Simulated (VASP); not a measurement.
# CO2 (Pa-3) in VASP: notebook, part 2 of 2

VASP 6.6.1. The steps go on from the part before.

**3. Relaxation of the atoms, PBE**

INCAR

```
PREC     = Accurate       # precision mode
ENCUT    = 520            # plane-wave cutoff, eV
EDIFF    = 1E-6           # SCF threshold, eV
ISMEAR   = -1             # smearing method
SIGMA    = 0.02           # smearing width, eV
LREAL    = F              # projectors in reciprocal space
LASPH    = T              # aspherical terms in the spheres
NELM     = 80             # most SCF steps
ALGO     = Normal         # electronic algorithm
ISIF     = 2              # what is computed and relaxed
LWAVE    = F              # write WAVECAR
LCHARG   = F              # write CHGCAR
GGA      = PE             # functional
IBRION   = 2              # ionic algorithm
NSW      = 80             # ionic steps
EDIFFG   = -0.02          # ionic threshold
```

KPOINTS

```
regular mesh
0
Gamma
  4 4 4
```

POSCAR

```
CO2
1.0
    5.6240000000      0.0000000000      0.0000000000
    0.0000000000      5.6240000000      0.0000000000
    0.0000000000      0.0000000000      5.6240000000
C O
4 8
Direct
    0.0000000000      0.0000000000      0.0000000000
    0.5000000000      0.0000000000      0.5000000000
    0.5000000000      0.5000000000      0.0000000000
    0.0000000000      0.5000000000      0.5000000000
    0.1185000000      0.1185000000      0.1185000000
    0.3815000000      0.8815000000      0.6185000000
    0.6185000000      0.3815000000      0.8815000000
    0.8815000000      0.6185000000      0.3815000000
    0.8815000000      0.8815000000      0.8815000000
    0.6185000000      0.1185000000      0.3815000000
    0.3815000000      0.6185000000      0.1185000000
    0.1185000000      0.3815000000      0.6185000000
```

Potentials or basis: VASP PAW PBE potentials, release 64 (C, O).

Launch:

```console
$ cat potpaw_PBE.64/C/POTCAR potpaw_PBE.64/O/POTCAR > POTCAR
$ mpirun -np 1 vasp_std > vasp.out
```

OUTCAR:

```text
PREC = Accurate
   ENCUT = 520
   EDIFF = 1E-6
   ISMEAR = -1
   LREAL = F
   LASPH = T
   NELM = 80
   ISIF = 2
   GGA = PE
   IBRION = 2
   NSW = 80
   EDIFFG = -0.02

 ion  position               nearest neighbor table
   1  0.000  0.000  0.000-   5 1.15   9 1.15
   2  0.500  0.000  0.500-   6 1.15  10 1.15
   3  0.500  0.500  0.000-   7 1.15  11 1.15
   4  0.000  0.500  0.500-   8 1.15  12 1.15
   5  0.118  0.118  0.118-   1 1.15
   6  0.382  0.882  0.618-   2 1.15
   7  0.618  0.382  0.882-   3 1.15
   8  0.882  0.618  0.382-   4 1.15
   9  0.882  0.882  0.882-   1 1.15
  10  0.618  0.118  0.382-   2 1.15
  11  0.382  0.618  0.118-   3 1.15
  12  0.118  0.382  0.618-   4 1.15

  LATTYP: Found a simple cubic cell.
 ALAT       =     5.6240000000

  Lattice vectors:

 A1 = (   5.6240000000,   0.0000000000,   0.0000000000)
 A2 = (   0.0000000000,   5.6240000000,   0.0000000000)
 A3 = (   0.0000000000,   0.0000000000,   5.6240000000)

Analysis of symmetry for initial positions (statically):
=====================================================================
 Subroutine PRICEL returns:
 Original cell was already a primitive cell.

 Routine SETGRP: Setting up the symmetry group for a
 simple cubic supercell.

 Subroutine GETGRP returns: Found 24 space group operations
 (whereof  6 operations were pure point group operations)
 out of a pool of 48 trial point group operations.

The static configuration has the point symmetry S_6 .
 The point group associated with its full space group is T_h .

Analysis of symmetry for dynamics (positions and initial velocities):
=====================================================================
 Subroutine PRICEL returns:
 Original cell was already a primitive cell.

 Routine SETGRP: Setting up the symmetry group for a
 simple cubic supercell.

 Subroutine GETGRP returns: Found 24 space group operations
 (whereof  6 operations were pure point group operations)
 out of a pool of 48 trial point group operations.

The dynamic configuration has the point symmetry S_6 .
 The point group associated with its full space group is T_h .

 Subroutine INISYM returns: Found 24 space group operations
 (whereof  6 operations are pure point group operations),
 and found     1 'primitive' translations

----------------------------------------------------------------------------------------

                                     Primitive cell

  volume of cell :     177.8836

  direct lattice vectors                    reciprocal lattice vectors
     5.624000000  0.000000000  0.000000000     0.177809388  0.000000000  0.000000000
     0.000000000  5.624000000  0.000000000     0.000000000  0.177809388  0.000000000
     0.000000000  0.000000000  5.624000000     0.000000000  0.000000000  0.177809388

  length of vectors
     5.624000000  5.624000000  5.624000000     0.177809388  0.177809388  0.177809388

  position of ions in fractional coordinates (direct lattice)
     0.000000000  0.000000000  0.000000000
     0.500000000  0.000000000  0.500000000
     0.500000000  0.500000000  0.000000000
     0.000000000  0.500000000  0.500000000
     0.118500000  0.118500000  0.118500000
     0.381500000  0.881500000  0.618500000
     0.618500000  0.381500000  0.881500000
     0.881500000  0.618500000  0.381500000
     0.881500000  0.881500000  0.881500000
     0.618500000  0.118500000  0.381500000
     0.381500000  0.618500000  0.118500000
     0.118500000  0.381500000  0.618500000

  ion indices of the primitive-cell ions
[... 29 lines left out ...]
  Length of vectors
     0.044452347  0.044452347  0.044452347

  Shift w.r.t. Gamma in fractional coordinates (k-lattice)
     0.000000000  0.000000000  0.000000000

 Subroutine IBZKPT returns following result:
 ===========================================

 Found     11 irreducible k-points:

 Following reciprocal coordinates:
            Coordinates               Weight
  0.000000  0.000000  0.000000      1.000000
  0.250000  0.000000  0.000000      6.000000
  0.500000  0.000000  0.000000      3.000000
  0.250000  0.250000  0.000000     12.000000
  0.500000  0.250000  0.000000      6.000000
 -0.250000  0.500000  0.000000      6.000000
  0.500000  0.500000  0.000000      3.000000
  0.250000  0.250000  0.250000      8.000000
  0.500000  0.250000  0.250000     12.000000
  0.500000  0.500000  0.250000      6.000000
  0.500000  0.500000  0.500000      1.000000
   k-points           NKPTS =     11   k-points in BZ     NKDIM =     11   number of bands    NBANDS=     39
   number of dos      NEDOS =    301   number of ions     NIONS =     12
   total plane-waves  NPLWV =  74088
   dimension x,y,z NGX =    42 NGY =   42 NGZ =   42
   dimension x,y,z NGXF=    84 NGYF=   84 NGZF=   84
   ions per type =               4   8
   NGX,Y,Z   is equivalent  to a cutoff of  12.42, 12.42, 12.42 a.u.
   NGXF,Y,Z  is equivalent  to a cutoff of  24.83, 24.83, 24.83 a.u.
 SYSTEM =  unknown system
   PREC   = accura    normal or accurate (medium, high low for compatibility)
   ISTART =      0    job   : 0-new  1-cont  2-samecut
   ICHARG =      2    charge: 1-file 2-atom 10-const
   ISPIN  =      1    spin polarized calculation?
   LNONCOLLINEAR =      F non collinear calculations
   LSORBIT =      F    spin-orbit coupling
   LASPH  =      T    aspherical Exc in radial PAW
   ENCUT  =  520.0 eV  38.22 Ry    6.18 a.u.  10.46 10.46 10.46*2*pi/ulx,y,z
   NELM   =     80;   NELMIN=  2; NELMDL= -5     # of ELM steps
   EDIFF  = 0.1E-05   stopping-criterion for ELM
   LREAL  =      F    real-space projection
   EDIFFG = -.2E-01   stopping-criterion for IOM
   NSW    =     80    number of steps for IOM
   IBRION =      2    ionic relax: 0-MD 1-quasi-New 2-CG
   NFREE  =      1    steps in history (QN), initial steepest desc. (CG)
   ISIF   =      2    stress and relaxation
   ISYM   =      2    0-nonsym 1-usesym 2-fastsym
   POTIM  = 0.5000    time-step for ionic-motion
   TEBEG  =    0.0;   TEEND  =   0.0 temperature during run
   PSTRESS=    0.0 pullay stress
   NELECT =      64.0000    total number of electrons
   NUPDOWN=      -1.0000    fix difference up-down
   EMIN   =  10.00;   EMAX   =-10.00  energy-range for DOS
   EFERMI =   0.00;   METHOD = LEGACY
   ISMEAR =    -1;   SIGMA  =   0.02  broadening in eV -4-tet -1-fermi 0-gaus
   EFERMI_NEDOS =   21; number of points for ismear=-14 and -15
   IALGO  =     38    algorithm
   IMIX   =      4    mixing-type and parameters
     AMIX     =   0.40;   BMIX     =  1.00
     AMIX_MAG =   1.60;   BMIX_MAG =  1.00
  volume/ion in A,a.u.               =      14.82       100.03
  Fermi-wavevector in a.u.,A,eV,Ry     =   1.164366  2.200333 18.446073  1.355748
  Thomas-Fermi vector in A             =   2.300905
   LORBIT       =      0    0 simple, 1 ext, 2 COOP (PROOUT), +10 PAW based schemes
   GGA     = PE    functional components
   LHFCALC =     F    Hartree Fock is set to
   AEXX    =    0.0000 exact exchange contribution
   IVDW    =     0    specifies the selected vdW correction
   LEPSILON=     F    determine dielectric tensor
   LRPA    =     F    only Hartree local field effects (RPA)
 conjugate gradient relaxation of ions
 non-spin polarized calculation
  energy-cutoff  :      520.00
  volume of cell :      177.88
 maximum number of plane-waves:      4828
 NGX is ok and might be reduce to    42
   NGX = 21   NGY = 21   NGZ = 21

--------------------------------------- Ionic step        1  -------------------------------------------

 number of electron      63.9999948 magnetization

 Free energy of the ion-electron system (eV)
  ---------------------------------------------------
  ext. energy  EPLUGINS =         0.00000000
  ---------------------------------------------------
  free energy    TOTEN  =       -91.97083599 eV

  energy without entropy =      -91.97083599  energy(sigma->0) =      -91.97083599

------------------------ aborting loop because EDIFF is reached ----------------------------------------

  FORCE on cell =-STRESS in cart. coord.  units (eV):
  Direction    XX          YY          ZZ          XY          YZ          ZX
  --------------------------------------------------------------------------------------
  -------------------------------------------------------------------------------------
  Total        7.8968589      7.8968589      7.8968589      0.0000000      0.0000000      0.0000000
  in kB       71.1261046     71.1261046     71.1261046      0.0000000      0.0000000      0.0000000
  external PRESSURE =      71.1261046 kB  Pullay stress =       0.0000000 kB
[... 125 lines left out ...]
--------------------------------------- Ionic step        4  -------------------------------------------

 number of electron      63.9999956 magnetization

 Free energy of the ion-electron system (eV)
  ---------------------------------------------------
  ext. energy  EPLUGINS =         0.00000000
  ---------------------------------------------------
  free energy    TOTEN  =       -92.14671299 eV

  energy without entropy =      -92.14671299  energy(sigma->0) =      -92.14671299

 E-fermi :  -3.2244     XC(G=0):  -7.8457

 val. band max:       -3.6624692950   @ k =   0.0000   0.0000   0.0000
 cond. band min:       3.0501508184   @ k =   0.0000   0.0000   0.0000
 fundamental gap:      6.7126201134
 Fermi energy:        -3.2244488059

 k-point     1 :       0.0000    0.0000    0.0000
  band No.  band energies     occupation
      1     -24.1900      2.00000
      2     -23.9824      2.00000
      3     -23.9824      2.00000
      4     -23.9824      2.00000
      5     -23.0512      2.00000
      6     -23.0512      2.00000
[... 490 lines left out ...]
  FREE ENERGIE OF THE ION-ELECTRON SYSTEM (eV)
  ---------------------------------------------------
  free  energy   TOTEN  =       -92.1467129877 eV

  energy  without entropy=      -92.1467129877  energy(sigma->0) =      -92.14671299

 reached required accuracy - stopping structural energy minimisation
```

Wall time 3.3 min (1 thread of Intel Xeon Platinum 8259CL at 2.50GHz (Skylake/Cascade Lake), shared host); peak memory 0.28 GiB.

Results:

```
Free energy                  : -92.1467 eV
Energy gained by relaxing    : 14.7 meV/atom
Ionic steps                  : 4
Pressure after relaxing      : 1.1 GPa
Largest force after relaxing : 0.010 eV/Å
Band gap on the k mesh       : 6.71 eV
```

Forces on the atoms (eV/Å):
```
C    0.000  0.000  0.000
C    0.000  0.000  0.000
C    0.000  0.000  0.000
C    0.000  0.000  0.000
O    0.006  0.006  0.006
O   -0.006 -0.006  0.006
O    0.006 -0.006 -0.006
O   -0.006  0.006 -0.006
O   -0.006 -0.006 -0.006
O    0.006  0.006 -0.006
O   -0.006  0.006  0.006
O    0.006 -0.006  0.006
```

The path:
```csv
step,energy change (eV),largest force (eV/Å),pressure (GPa)
1,0.0000,2.2371,7.11
2,2.4374,6.7060,-18.63
3,-0.1758,0.0342,0.98
4,-0.1759,0.0097,1.09
```

Final structure:
```xyz
12
Lattice="5.6240 0.0000 0.0000 0.0000 5.6240 0.0000 0.0000 0.0000 5.6240" Properties=species:S:1:pos:R:3 pbc="T T T"
C     0.0000    0.0000    0.0000
C     2.8120    0.0000    2.8120
C     2.8120    2.8120    0.0000
C     0.0000    2.8120    2.8120
O     0.6780    0.6780    0.6780
O     2.1340    4.9460    3.4900
O     3.4900    2.1340    4.9460
O     4.9460    3.4900    2.1340
O     4.9460    4.9460    4.9460
O     3.4900    0.6780    2.1340
O     2.1340    3.4900    0.6780
O     0.6780    2.1340    3.4900
```

Caveat: this functional lacks dispersion, which holds the molecules together, so the pressure and a relaxed volume are unreliable. A k mesh can miss the band edges.
